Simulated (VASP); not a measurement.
# KCl in VASP: further runs

The runs below take KCl through single point, with r2SCAN.

Everything below comes from runs of VASP 6.6.1. Logs are shortened: lines on timing, memory, paths and dates and some standing lists are left out, and cuts for length are marked.

## 1. The cell of the first run

Symmetry: Pm-3m, No. 221, cubic system. The conventional cell has a = 3.839 Å, b = 3.839 Å, c = 3.839 Å, α = 90.00°, β = 90.00°, γ = 90.00°. K (site symmetry m-3m) has 8 Cl at 3.32 Å and 6 K at 3.84 Å within 4.4 Å. Within 4.4 Å of Cl (site symmetry m-3m) lie 8 K at 3.32 Å and 6 Cl at 3.84 Å.

## 2. Single point, r2SCAN

Contents of POSCAR:

```
KCl
1.0
    3.8391960000      0.0000000000      0.0000000000
    0.0000000000      3.8391960000      0.0000000000
    0.0000000000      0.0000000000      3.8391960000
K Cl
1 1
Direct
    0.0000000000      0.0000000000      0.0000000000
    0.5000000000      0.5000000000      0.5000000000
```

Contents of INCAR.step1:

```
SYSTEM = KCl
  PREC = Accurate
  ENCUT = 550
  ISMEAR = 0
  SIGMA = 0.02
  LREAL = .False.
  LASPH = .True.
  NELM = 120
  NBANDS = 15
  GGA = PE
  ALGO = Normal
  EDIFF = 1E-5
  LWAVE = .True.
  LCHARG = .False.
  GGA_COMPAT = .False.
```

Contents of INCAR.step2:

```
SYSTEM = KCl
  PREC = Accurate
  ENCUT = 550
  EDIFF = 1E-6
  ISMEAR = 0
  SIGMA = 0.02
  LREAL = .False.
  LASPH = .True.
  NELM = 120
  ALGO = Normal
  ISIF = 2
  LWAVE = .False.
  LCHARG = .False.
  METAGGA = R2SCAN
  LMIXTAU = .True.
  NBANDS = 15
  ISTART = 1
  GGA_COMPAT = .False.
```

Contents of KPOINTS:

```
Automatic mesh
0
Gamma
  5 5 5
  0 0 0
```

Potentials or basis: VASP PAW PBE potentials, release 64 (K_sv, Cl).

On the command line:

```console
$ cat potpaw_PBE.64/K_sv/POTCAR potpaw_PBE.64/Cl/POTCAR > POTCAR
$ cp INCAR.step1 INCAR
$ mpirun -np 1 vasp_std > vasp.out
$ cp INCAR.step2 INCAR
$ mpirun -np 1 vasp_std > vasp.out
```

OUTCAR:

```text
SYSTEM = KCl
   PREC = Accurate
   ENCUT = 550
   EDIFF = 1E-6
   ISMEAR = 0
   LREAL = .False.
   LASPH = .True.
   NELM = 120
   ISIF = 2
   METAGGA = R2SCAN
   ISTART = 1

 ion  position               nearest neighbor table
   1  0.000  0.000  0.000-
   2  0.500  0.500  0.500-

  LATTYP: Found a simple cubic cell.
 ALAT       =     3.8391960000

  Lattice vectors:

 A1 = (   3.8391960000,   0.0000000000,   0.0000000000)
 A2 = (   0.0000000000,   3.8391960000,   0.0000000000)
 A3 = (   0.0000000000,   0.0000000000,   3.8391960000)

Analysis of symmetry for initial positions (statically):
=====================================================================
 Subroutine PRICEL returns:
 Original cell was already a primitive cell.

 Routine SETGRP: Setting up the symmetry group for a
 simple cubic supercell.

 Subroutine GETGRP returns: Found 48 space group operations
 (whereof 48 operations were pure point group operations)
 out of a pool of 48 trial point group operations.

The static configuration has the point symmetry O_h .

Analysis of symmetry for dynamics (positions and initial velocities):
=====================================================================
 Subroutine PRICEL returns:
 Original cell was already a primitive cell.

 Routine SETGRP: Setting up the symmetry group for a
 simple cubic supercell.

 Subroutine GETGRP returns: Found 48 space group operations
 (whereof 48 operations were pure point group operations)
 out of a pool of 48 trial point group operations.

The dynamic configuration has the point symmetry O_h .

 Subroutine INISYM returns: Found 48 space group operations
 (whereof 48 operations are pure point group operations),
 and found     1 'primitive' translations

----------------------------------------------------------------------------------------

                                     Primitive cell

  volume of cell :      56.5875

  direct lattice vectors                    reciprocal lattice vectors
     3.839196000  0.000000000  0.000000000     0.260471203  0.000000000  0.000000000
     0.000000000  3.839196000  0.000000000     0.000000000  0.260471203  0.000000000
     0.000000000  0.000000000  3.839196000     0.000000000  0.000000000  0.260471203

  length of vectors
     3.839196000  3.839196000  3.839196000     0.260471203  0.260471203  0.260471203

  position of ions in fractional coordinates (direct lattice)
     0.000000000  0.000000000  0.000000000
     0.500000000  0.500000000  0.500000000

  ion indices of the primitive-cell ions
   primitive index   ion index
                 1           1
                 2           2

----------------------------------------------------------------------------------------

 KPOINTS: Automatic mesh

Automatic generation of k-mesh.
 Grid dimensions read from file:
 generate k-points for:    5    5    5

 Generating k-lattice:

  Cartesian coordinates                     Fractional coordinates (reciprocal lattice)
     0.052094241  0.000000000  0.000000000     0.200000000  0.000000000  0.000000000
     0.000000000  0.052094241  0.000000000     0.000000000  0.200000000  0.000000000
     0.000000000  0.000000000  0.052094241     0.000000000  0.000000000  0.200000000

  Length of vectors
     0.052094241  0.052094241  0.052094241

  Shift w.r.t. Gamma in fractional coordinates (k-lattice)
     0.000000000  0.000000000  0.000000000

 Subroutine IBZKPT returns following result:
 ===========================================

 Found     10 irreducible k-points:

 Following reciprocal coordinates:
            Coordinates               Weight
  0.000000  0.000000  0.000000      1.000000
  0.200000  0.000000  0.000000      6.000000
  0.400000  0.000000  0.000000      6.000000
  0.200000  0.200000  0.000000     12.000000
  0.400000  0.200000  0.000000     24.000000
  0.400000  0.400000  0.000000     12.000000
  0.200000  0.200000  0.200000      8.000000
  0.400000  0.200000  0.200000     24.000000
  0.400000  0.400000  0.200000     24.000000
  0.400000  0.400000  0.400000      8.000000
   k-points           NKPTS =     10   k-points in BZ     NKDIM =     10   number of bands    NBANDS=     15
   number of dos      NEDOS =    301   number of ions     NIONS =      2
   total plane-waves  NPLWV =  27000
   dimension x,y,z NGX =    30 NGY =   30 NGZ =   30
   dimension x,y,z NGXF=    60 NGYF=   60 NGZF=   60
   ions per type =               1   1
   NGX,Y,Z   is equivalent  to a cutoff of  12.99, 12.99, 12.99 a.u.
   NGXF,Y,Z  is equivalent  to a cutoff of  25.98, 25.98, 25.98 a.u.
 SYSTEM =  KCl
   PREC   = accura    normal or accurate (medium, high low for compatibility)
   ISTART =      1    job   : 0-new  1-cont  2-samecut
   ICHARG =      0    charge: 1-file 2-atom 10-const
   ISPIN  =      1    spin polarized calculation?
   LNONCOLLINEAR =      F non collinear calculations
   LSORBIT =      F    spin-orbit coupling
   LASPH  =      T    aspherical Exc in radial PAW
   ENCUT  =  550.0 eV  40.42 Ry    6.36 a.u.   7.34  7.34  7.34*2*pi/ulx,y,z
   NELM   =    120;   NELMIN=  2; NELMDL=  0     # of ELM steps
   EDIFF  = 0.1E-05   stopping-criterion for ELM
   LREAL  =      F    real-space projection
   EDIFFG = 0.1E-04   stopping-criterion for IOM
   NSW    =      0    number of steps for IOM
   IBRION =     -1    ionic relax: 0-MD 1-quasi-New 2-CG
   NFREE  =      0    steps in history (QN), initial steepest desc. (CG)
   ISIF   =      2    stress and relaxation
   ISYM   =      2    0-nonsym 1-usesym 2-fastsym
   POTIM  = 0.5000    time-step for ionic-motion
   TEBEG  =    0.0;   TEEND  =   0.0 temperature during run
   PSTRESS=    0.0 pullay stress
   NELECT =      16.0000    total number of electrons
   NUPDOWN=      -1.0000    fix difference up-down
   EMIN   =  10.00;   EMAX   =-10.00  energy-range for DOS
   EFERMI =   0.00;   METHOD = LEGACY
   ISMEAR =     0;   SIGMA  =   0.02  broadening in eV -4-tet -1-fermi 0-gaus
   EFERMI_NEDOS =   21; number of points for ismear=-14 and -15
   IALGO  =     38    algorithm
   IMIX   =      4    mixing-type and parameters
     AMIX     =   0.40;   BMIX     =  1.00
     AMIX_MAG =   1.60;   BMIX_MAG =  1.00
  volume/ion in A,a.u.               =      28.29       190.94
  Fermi-wavevector in a.u.,A,eV,Ry     =   1.074504  2.030517 15.708715  1.154558
  Thomas-Fermi vector in A             =   2.210334
   LORBIT       =      0    0 simple, 1 ext, 2 COOP (PROOUT), +10 PAW based schemes
   METAGGA = R2SCAN    functional components
   LHFCALC =     F    Hartree Fock is set to
   AEXX    =    0.0000 exact exchange contribution
   IVDW    =     0    specifies the selected vdW correction
   LEPSILON=     F    determine dielectric tensor
   LRPA    =     F    only Hartree local field effects (RPA)
 non-spin polarized calculation
 Gauss-broadening in eV      SIGMA  =   0.02
  energy-cutoff  :      550.00
  volume of cell :       56.59
 maximum number of plane-waves:      1679
 NGX is ok and might be reduce to    30
   NGX = 15   NGY = 15   NGZ = 15

 number of electron      16.0000007 magnetization

 Free energy of the ion-electron system (eV)
  ---------------------------------------------------
  ext. energy  EPLUGINS =         0.00000000
  ---------------------------------------------------
  free energy    TOTEN  =       -16.39799001 eV

  energy without entropy =      -16.39799001  energy(sigma->0) =      -16.39799001

 E-fermi :  -1.1834     XC(G=0):  -8.4799

 val. band max:       -1.2702728710   @ k =   0.4000   0.4000   0.0000
 cond. band min:       4.3263880449   @ k =   0.0000   0.0000   0.0000
 fundamental gap:      5.5966609159
 Fermi energy:        -1.1833582959

 k-point     1 :       0.0000    0.0000    0.0000
  band No.  band energies     occupation
      1     -30.4064      2.00000
      2     -14.3589      2.00000
      3     -13.0254      2.00000
      4     -13.0254      2.00000
      5     -13.0254      2.00000
      6      -1.4365      2.00000
      7      -1.4365      2.00000
      8      -1.4365      2.00000
      9       4.3264      0.00000
     10       5.9146      0.00000
     11       5.9146      0.00000
     12      10.2346      0.00000
     13      10.2346      0.00000
     14      10.2346      0.00000
     15      13.1776      0.00000

 k-point     2 :       0.2000    0.0000    0.0000
  band No.  band energies     occupation
      1     -30.4000      2.00000
      2     -14.4049      2.00000
      3     -13.0152      2.00000
      4     -13.0152      2.00000
      5     -12.9880      2.00000
      6      -2.0614      2.00000
      7      -1.4369      2.00000
      8      -1.4369      2.00000
      9       5.1630      0.00000
     10       6.2437      0.00000
     11       6.6808      0.00000
     12      10.1049      0.00000
     13      10.1049      0.00000
     14      10.4228      0.00000
     15      11.8585      0.00000

 k-point     3 :       0.4000    0.0000    0.0000
  band No.  band energies     occupation
      1     -30.3897      2.00000
      2     -14.4841      2.00000
      3     -12.9985      2.00000
      4     -12.9985      2.00000
      5     -12.9163      2.00000
      6      -2.8642      2.00000
      7      -1.4387      2.00000
      8      -1.4387      2.00000
      9       6.7537      0.00000
     10       7.0611      0.00000
     11       7.7654      0.00000
     12       9.9714      0.00000
     13      10.0677      0.00000
     14      10.0677      0.00000
     15      10.7914      0.00000
[... 91 lines left out ...]
 k-point     9 :       0.4000    0.4000    0.2000
  band No.  band energies     occupation
      1     -30.3685      2.00000
      2     -14.1171      2.00000
      3     -13.2040      2.00000
      4     -13.1474      2.00000
      5     -13.0540      2.00000
      6      -2.4402      2.00000
      7      -2.3986      2.00000
      8      -1.7615      2.00000
      9       6.5345      0.00000
     10       7.7799      0.00000
     11       8.3471      0.00000
     12       8.4359      0.00000
     13       9.8124      0.00000
     14       9.8566      0.00000
     15      12.1875      0.00000

 k-point    10 :       0.4000    0.4000    0.4000
  band No.  band energies     occupation
      1     -30.3594      2.00000
      2     -14.0011      2.00000
      3     -13.1764      2.00000
      4     -13.1764      2.00000
      5     -13.1691      2.00000
      6      -2.4511      2.00000
      7      -2.4511      2.00000
      8      -2.3988      2.00000
      9       7.6818      0.00000
     10       8.1062      0.00000
     11       8.1062      0.00000
     12       9.2113      0.00000
     13       9.4978      0.00000
     14       9.4978      0.00000
     15      12.0722      0.00000

------------------------ aborting loop because EDIFF is reached ----------------------------------------

  FORCE on cell =-STRESS in cart. coord.  units (eV):
  Direction    XX          YY          ZZ          XY          YZ          ZX
  --------------------------------------------------------------------------------------
  -------------------------------------------------------------------------------------
  Total       -0.3871096     -0.3871096     -0.3871096      0.0000000     -0.0000000      0.0000000
  in kB      -10.9603306    -10.9603306    -10.9603306      0.0000000     -0.0000000      0.0000000
  external PRESSURE =     -10.9603306 kB  Pullay stress =       0.0000000 kB

 VOLUME and BASIS-vectors are now :
 -----------------------------------------------------------------------------
  energy-cutoff  :      550.00
  volume of cell :       56.59
      direct lattice vectors                 reciprocal lattice vectors
     3.839196000  0.000000000  0.000000000     0.260471203  0.000000000  0.000000000
     0.000000000  3.839196000  0.000000000     0.000000000  0.260471203  0.000000000
     0.000000000  0.000000000  3.839196000     0.000000000  0.000000000  0.260471203

 POSITION                                       TOTAL-FORCE (eV/Angst)
 -----------------------------------------------------------------------------------
      0.00000      0.00000      0.00000         0.000000      0.000000      0.000000
      1.91960      1.91960      1.91960         0.000000      0.000000      0.000000
 -----------------------------------------------------------------------------------
    total drift:                                0.000000      0.000000     -0.000000

  FREE ENERGIE OF THE ION-ELECTRON SYSTEM (eV)
  ---------------------------------------------------
  free  energy   TOTEN  =       -16.3979900148 eV

  energy  without entropy=      -16.3979900148  energy(sigma->0) =      -16.39799001
```

Wall time 40 s (1 thread of Intel Xeon Platinum 8259CL at 2.50GHz (Skylake/Cascade Lake), shared host); peak memory 0.17 GiB.

Results:

* Free energy: -16.3980 eV
* Pressure: -1.1 GPa
* Band gap on the k mesh: 5.60 eV (least direct gap 5.76 eV)

Caveat: the PAW data sets were made with another functional, which shifts forces and pressure a little; an odd mesh through Γ misses points on the zone boundary, where band edges can lie.

[end of part 1 of 2]
